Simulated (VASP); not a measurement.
# BaTiO3 in VASP: notebook

Runs on BaTiO3. Level: PBE. Tasks: single point.

Everything below comes from runs of VASP 6.6.1. Logs are shortened: lines on timing, memory, paths and dates and some standing lists are left out, and cuts for length are marked.

**1. The cell of the first run**

Symmetry: Pm-3m, No. 221, cubic system. Conventional cell: a = 3.800 Å, b = 3.800 Å, c = 3.800 Å, α = 90.00°, β = 90.00°, γ = 90.00°. Within 3.5 Å of Ba (site symmetry m-3m) lie 12 O at 2.69 Å and 8 Ti at 3.29 Å. Within 2.5 Å of Ti (site symmetry m-3m) lie 6 O at 1.90 Å. O (site symmetry 4/mmm) has 2 Ti at 1.90 Å within 2.5 Å.

**2. Single point, PBE**

Input file INCAR:

```
SYSTEM = BaTiO3
ALGO = Normal
EDIFF = 1E-6
ENCUT = 520
GGA = PE
ISIF = 2
ISMEAR = 0
LASPH = .True.
LCHARG = .False.
LREAL = .False.
LWAVE = .False.
NBANDS = 28
NELM = 80
PREC = Accurate
SIGMA = 0.01
```

Input file KPOINTS:

```
k-points
0
Gamma
  4 4 4
  0 0 0
```

Input file POSCAR:

```
BaTiO3
1.0
    3.8004183024      0.0000000000      0.0000000000
    0.0000000000      3.8004183024      0.0000000000
    0.0000000000      0.0000000000      3.8004195841
Ba Ti O
1 1 3
Direct
    0.0000000000      0.0000000000      0.0085939077
    0.5000000000      0.5000000000      0.5085702542
    0.5000000000      0.5000000000      0.0086048708
    0.5000000000      0.0000000000      0.5086154836
    0.0000000000      0.5000000000      0.5086154836
```

Potentials or basis: VASP PAW PBE potentials, release 64 (Ba_sv, Ti_sv, O).

The run is started by

```console
cat potpaw_PBE.64/Ba_sv/POTCAR potpaw_PBE.64/Ti_sv/POTCAR potpaw_PBE.64/O/POTCAR > POTCAR
mpirun -np 1 vasp_std > vasp.out
```

OUTCAR:

```text
SYSTEM = BaTiO3
   EDIFF = 1E-6
   ENCUT = 520
   GGA = PE
   ISIF = 2
   ISMEAR = 0
   LASPH = .True.
   LREAL = .False.
   NELM = 80
   PREC = Accurate

 ion  position               nearest neighbor table
   1  0.000  0.000  0.009-   4 2.69   5 2.69   5 2.69   4 2.69   3 2.69   3 2.69   3 2.69   3 2.69
                             4 2.69   5 2.69   5 2.69   4 2.69   2 3.29   2 3.29   2 3.29   2 3.29
   2  0.500  0.500  0.509-   3 1.90   4 1.90   5 1.90   4 1.90   5 1.90   3 1.90   1 3.29   1 3.29
                             1 3.29   1 3.29   1 3.29   1 3.29   1 3.29   1 3.29
   3  0.500  0.500  0.009-   2 1.90   2 1.90   1 2.69   1 2.69   1 2.69   1 2.69
   4  0.500  0.000  0.509-   2 1.90   2 1.90   1 2.69   1 2.69   1 2.69   1 2.69
   5  0.000  0.500  0.509-   2 1.90   2 1.90   1 2.69   1 2.69   1 2.69   1 2.69

  LATTYP: Found a simple cubic cell.
 ALAT       =     3.8004183024

  Lattice vectors:

 A1 = (   3.8004183024,   0.0000000000,   0.0000000000)
 A2 = (   0.0000000000,   3.8004183024,   0.0000000000)
 A3 = (   0.0000000000,   0.0000000000,   3.8004195841)

Analysis of symmetry for initial positions (statically):
=====================================================================
 Subroutine PRICEL returns:
 Original cell was already a primitive cell.

 Routine SETGRP: Setting up the symmetry group for a
 simple cubic supercell.

 Subroutine GETGRP returns: Found  8 space group operations
 (whereof  8 operations were pure point group operations)
 out of a pool of 48 trial point group operations.

The static configuration has the point symmetry C_4v.

Analysis of symmetry for dynamics (positions and initial velocities):
=====================================================================
 Subroutine PRICEL returns:
 Original cell was already a primitive cell.

 Routine SETGRP: Setting up the symmetry group for a
 simple cubic supercell.

 Subroutine GETGRP returns: Found  8 space group operations
 (whereof  8 operations were pure point group operations)
 out of a pool of 48 trial point group operations.

The dynamic configuration has the point symmetry C_4v.

 Subroutine INISYM returns: Found  8 space group operations
 (whereof  8 operations are pure point group operations),
 and found     1 'primitive' translations

----------------------------------------------------------------------------------------

                                     Primitive cell

  volume of cell :      54.8901

  direct lattice vectors                    reciprocal lattice vectors
     3.800418302  0.000000000  0.000000000     0.263128930  0.000000000  0.000000000
     0.000000000  3.800418302  0.000000000     0.000000000  0.263128930  0.000000000
     0.000000000  0.000000000  3.800419584     0.000000000  0.000000000  0.263128841

  length of vectors
     3.800418302  3.800418302  3.800419584     0.263128930  0.263128930  0.263128841

  position of ions in fractional coordinates (direct lattice)
     0.000000000  0.000000000  0.008593908
     0.500000000  0.500000000  0.508570254
     0.500000000  0.500000000  0.008604871
     0.500000000  0.000000000  0.508615484
     0.000000000  0.500000000  0.508615484

  ion indices of the primitive-cell ions
   primitive index   ion index
                 1           1
                 2           2
                 3           3
                 4           4
                 5           5

----------------------------------------------------------------------------------------

 KPOINTS: k-points

Automatic generation of k-mesh.
 Grid dimensions read from file:
 generate k-points for:    4    4    4

 Generating k-lattice:

  Cartesian coordinates                     Fractional coordinates (reciprocal lattice)
     0.065782232  0.000000000  0.000000000     0.250000000  0.000000000  0.000000000
     0.000000000  0.065782232  0.000000000     0.000000000  0.250000000  0.000000000
     0.000000000  0.000000000  0.065782210     0.000000000  0.000000000  0.250000000

  Length of vectors
     0.065782232  0.065782232  0.065782210

  Shift w.r.t. Gamma in fractional coordinates (k-lattice)
     0.000000000  0.000000000  0.000000000

 Subroutine IBZKPT returns following result:
 ===========================================

 Found     18 irreducible k-points:

 Following reciprocal coordinates:
            Coordinates               Weight
  0.000000  0.000000  0.000000      1.000000
  0.250000  0.000000  0.000000      4.000000
  0.000000  0.000000  0.250000      2.000000
  0.500000  0.000000  0.000000      2.000000
  0.000000  0.000000  0.500000      1.000000
  0.250000  0.250000  0.000000      4.000000
[... 10 lines left out ...]
  0.250000  0.500000  0.500000      4.000000
  0.500000  0.500000  0.500000      1.000000
   k-points           NKPTS =     18   k-points in BZ     NKDIM =     18   number of bands    NBANDS=     28
   number of dos      NEDOS =    301   number of ions     NIONS =      5
   total plane-waves  NPLWV =  21952
   dimension x,y,z NGX =    28 NGY =   28 NGZ =   28
   dimension x,y,z NGXF=    56 NGYF=   56 NGZF=   56
   ions per type =               1   1   3
   NGX,Y,Z   is equivalent  to a cutoff of  12.25, 12.25, 12.25 a.u.
   NGXF,Y,Z  is equivalent  to a cutoff of  24.50, 24.50, 24.50 a.u.
 SYSTEM =  BaTiO3
   PREC   = accura    normal or accurate (medium, high low for compatibility)
   ISTART =      0    job   : 0-new  1-cont  2-samecut
   ICHARG =      2    charge: 1-file 2-atom 10-const
   ISPIN  =      1    spin polarized calculation?
   LNONCOLLINEAR =      F non collinear calculations
   LSORBIT =      F    spin-orbit coupling
   LASPH  =      T    aspherical Exc in radial PAW
   ENCUT  =  520.0 eV  38.22 Ry    6.18 a.u.   7.07  7.07  7.07*2*pi/ulx,y,z
   NELM   =     80;   NELMIN=  2; NELMDL= -5     # of ELM steps
   EDIFF  = 0.1E-05   stopping-criterion for ELM
   LREAL  =      F    real-space projection
   EDIFFG = 0.1E-04   stopping-criterion for IOM
   NSW    =      0    number of steps for IOM
   IBRION =     -1    ionic relax: 0-MD 1-quasi-New 2-CG
   NFREE  =      0    steps in history (QN), initial steepest desc. (CG)
   ISIF   =      2    stress and relaxation
   ISYM   =      2    0-nonsym 1-usesym 2-fastsym
   POTIM  = 0.5000    time-step for ionic-motion
   TEBEG  =    0.0;   TEEND  =   0.0 temperature during run
   PSTRESS=    0.0 pullay stress
   NELECT =      40.0000    total number of electrons
   NUPDOWN=      -1.0000    fix difference up-down
   EMIN   =  10.00;   EMAX   =-10.00  energy-range for DOS
   EFERMI =   0.00;   METHOD = LEGACY
   ISMEAR =     0;   SIGMA  =   0.01  broadening in eV -4-tet -1-fermi 0-gaus
   EFERMI_NEDOS =   21; number of points for ismear=-14 and -15
   IALGO  =     38    algorithm
   IMIX   =      4    mixing-type and parameters
     AMIX     =   0.40;   BMIX     =  1.00
     AMIX_MAG =   1.60;   BMIX_MAG =  1.00
  volume/ion in A,a.u.               =      10.98        74.08
  Fermi-wavevector in a.u.,A,eV,Ry     =   1.473206  2.783955 29.529199  2.170335
  Thomas-Fermi vector in A             =   2.588127
   LORBIT       =      0    0 simple, 1 ext, 2 COOP (PROOUT), +10 PAW based schemes
   GGA     = PE    functional components
   LHFCALC =     F    Hartree Fock is set to
   AEXX    =    0.0000 exact exchange contribution
   IVDW    =     0    specifies the selected vdW correction
   LEPSILON=     F    determine dielectric tensor
   LRPA    =     F    only Hartree local field effects (RPA)
 non-spin polarized calculation
 Gauss-broadening in eV      SIGMA  =   0.01
  energy-cutoff  :      520.00
  volume of cell :       54.89
 maximum number of plane-waves:      1498
   NGX = 15   NGY = 15   NGZ = 15

 number of electron      39.9999994 magnetization

 Free energy of the ion-electron system (eV)
  ---------------------------------------------------
  ext. energy  EPLUGINS =         0.00000000
  ---------------------------------------------------
  free energy    TOTEN  =       -38.72992581 eV

  energy without entropy =      -38.72992581  energy(sigma->0) =      -38.72992581

 E-fermi :   5.2318     XC(G=0): -12.1002

 val. band max:        5.1764970482   @ k =   0.0000   0.0000   0.0000
 cond. band min:       7.1451702204   @ k =   0.0000   0.0000   0.0000
 fundamental gap:      1.9686731721
 Fermi energy:         5.2317750700

 k-point     1 :       0.0000    0.0000    0.0000
  band No.  band energies     occupation
      1     -50.8524      2.00000
      2     -27.1698      2.00000
      3     -27.1698      2.00000
      4     -27.1698      2.00000
      5     -19.4437      2.00000
      6     -12.0531      2.00000
[... 20 lines left out ...]
     27      10.4596      0.00000
     28      14.4026      0.00000

 k-point     2 :       0.2500    0.0000    0.0000
  band No.  band energies     occupation
      1     -50.8512      2.00000
      2     -27.2276      2.00000
      3     -27.1674      2.00000
      4     -27.1674      2.00000
      5     -19.3086      2.00000
      6     -12.3286      2.00000
[... 20 lines left out ...]
     27      11.8688      0.00000
     28      14.2665      0.00000

 k-point     3 :       0.0000    0.0000    0.2500
  band No.  band energies     occupation
      1     -50.8512      2.00000
      2     -27.2276      2.00000
      3     -27.1674      2.00000
      4     -27.1674      2.00000
      5     -19.3086      2.00000
      6     -12.3285      2.00000
[... 20 lines left out ...]
     27      11.8688      0.00000
     28      14.2665      0.00000

 k-point     4 :       0.5000    0.0000    0.0000
  band No.  band energies     occupation
      1     -50.8499      2.00000
      2     -27.2844      2.00000
      3     -27.1650      2.00000
      4     -27.1650      2.00000
      5     -19.1646      2.00000
      6     -12.6978      2.00000
[... 392 lines left out ...]
     27      14.1989      0.00000
     28      14.7357      0.00000

 k-point    17 :       0.2500    0.5000    0.5000
  band No.  band energies     occupation
      1     -50.8462      2.00000
      2     -27.2713      2.00000
      3     -27.2713      2.00000
      4     -27.2148      2.00000
      5     -18.9503      2.00000
      6     -11.4818      2.00000
[... 20 lines left out ...]
     27      14.1989      0.00000
     28      14.6323      0.00000

 k-point    18 :       0.5000    0.5000    0.5000
  band No.  band energies     occupation
      1     -50.8450      2.00000
      2     -27.2681      2.00000
      3     -27.2681      2.00000
      4     -27.2681      2.00000
      5     -18.8829      2.00000
      6     -11.0097      2.00000
[... 20 lines left out ...]
     27      14.6254      0.00000
     28      14.6254      0.00000

------------------------ aborting loop because EDIFF is reached ----------------------------------------

  FORCE on cell =-STRESS in cart. coord.  units (eV):
  Direction    XX          YY          ZZ          XY          YZ          ZX
  --------------------------------------------------------------------------------------
  -------------------------------------------------------------------------------------
  Total       14.8022998     14.8022998     14.8004502      0.0000000     -0.0000000     -0.0000000
  in kB      432.0613619    432.0613619    432.0073722      0.0000000     -0.0000000     -0.0000000
  external PRESSURE =     432.0433654 kB  Pullay stress =       0.0000000 kB

 VOLUME and BASIS-vectors are now :
 -----------------------------------------------------------------------------
  energy-cutoff  :      520.00
  volume of cell :       54.89
      direct lattice vectors                 reciprocal lattice vectors
     3.800418302  0.000000000  0.000000000     0.263128930  0.000000000  0.000000000
     0.000000000  3.800418302  0.000000000     0.000000000  0.263128930  0.000000000
     0.000000000  0.000000000  3.800419584     0.000000000  0.000000000  0.263128841

 POSITION                                       TOTAL-FORCE (eV/Angst)
 -----------------------------------------------------------------------------------
      0.00000      0.00000      0.03266        -0.000000      0.000000      0.000075
      1.90021      1.90021      1.93278        -0.000000     -0.000000      0.000268
      1.90021      1.90021      0.03270        -0.000000      0.000000     -0.000079
      1.90021      0.00000      1.93295         0.000000      0.000000     -0.000132
      0.00000      1.90021      1.93295        -0.000000     -0.000000     -0.000132
 -----------------------------------------------------------------------------------
    total drift:                                0.000000      0.000000     -0.000053

  FREE ENERGIE OF THE ION-ELECTRON SYSTEM (eV)
  ---------------------------------------------------
  free  energy   TOTEN  =       -38.7299258060 eV

  energy  without entropy=      -38.7299258060  energy(sigma->0) =      -38.72992581
```

It took 20 s on 1 thread of AMD EPYC 9R45 (Zen 5), shared host; peak memory 0.14 GiB.

What came out:

```yaml
Free_energy: -38.7299 eV
Pressure: 43.2 GPa
Band_gap_on_the_k_mesh: 1.97 eV, direct
```

Caveat: spin-orbit coupling is left out, which moves the levels of the heavy elements. PBE gaps usually lie below the measured ones, often by a third to a half.

**3. Single point, PBE**

This run uses another cell than the first one, of 11.34 Å³/atom, 1.033 times its volume.

Input file INCAR:

```
PREC     = Accurate       # precision mode
ENCUT    = 520            # plane-wave cutoff, eV
EDIFF    = 1E-6           # SCF threshold, eV
ISMEAR   = 0              # smearing method
SIGMA    = 0.01           # smearing width, eV
LREAL    = False          # projectors in reciprocal space
LASPH    = True           # aspherical terms in the spheres
NELM     = 100            # most SCF steps
ALGO     = Normal         # electronic algorithm
ISIF     = 2              # what is computed and relaxed
LWAVE    = False          # write WAVECAR
LCHARG   = True           # write CHGCAR
GGA      = PE             # functional
LELF     = True           # ELF
LVHAR    = True         
NBANDS   = 28             # bands
```

Input file KPOINTS:

```
regular mesh
0
Gamma
  4 4 4
```

Input file POSCAR:

```
BaTiO3
1.0
    3.8419596364      0.0000000000      0.0000000000
    0.0000000000      3.8419596364      0.0000000000
    0.0000000000      0.0000000000      3.8419457010
Ba Ti O
1 1 3
Direct
    0.0000000000      0.0000000000      0.0086250888
    0.5000000000      0.5000000000      0.5086948183
    0.5000000000      0.5000000000      0.0085710316
    0.5000000000      0.0000000000      0.5085545306
    0.0000000000      0.5000000000      0.5085545306
```

Potentials or basis: VASP PAW PBE potentials, release 64 (Ba_sv, Ti_sv, O).

The run is started by

```console
cat potpaw_PBE.64/Ba_sv/POTCAR potpaw_PBE.64/Ti_sv/POTCAR potpaw_PBE.64/O/POTCAR > POTCAR
mpirun -np 1 vasp_std > vasp.out
```

Wall time 23 s (1 thread of AMD EPYC 9R45 (Zen 5), shared host); peak memory 0.16 GiB.

It converged, with:

* Free energy: -39.1617 eV
* Pressure: 32.8 GPa
* Band gap on the k mesh: 1.96 eV, indirect (the least direct gap lies 2.1 meV higher)

Levels at points of the mesh, in eV from the valence-band top:
```
           k point  band 18  band 19  band 20  band 21  band 22  band 23
(0.00, 0.00, 0.00)     0.00     0.00     0.00     1.96     1.96     1.96
(0.50, 0.00, 0.00)    -1.96    -0.68    -0.68     2.18     4.12     4.12
(0.00, 0.00, 0.50)    -1.96    -0.68    -0.68     2.18     4.12     4.12
(0.50, 0.50, 0.00)    -0.76    -0.76    -0.11     4.13     4.13     4.59
(0.00, 0.50, 0.50)    -0.76    -0.76    -0.11     4.13     4.13     4.59
(0.50, 0.50, 0.50)     0.00     0.00     0.00     4.96     4.96     4.96
```

Caveat: spin-orbit coupling is left out, which moves the levels of the heavy elements. A k mesh can miss the band edges.
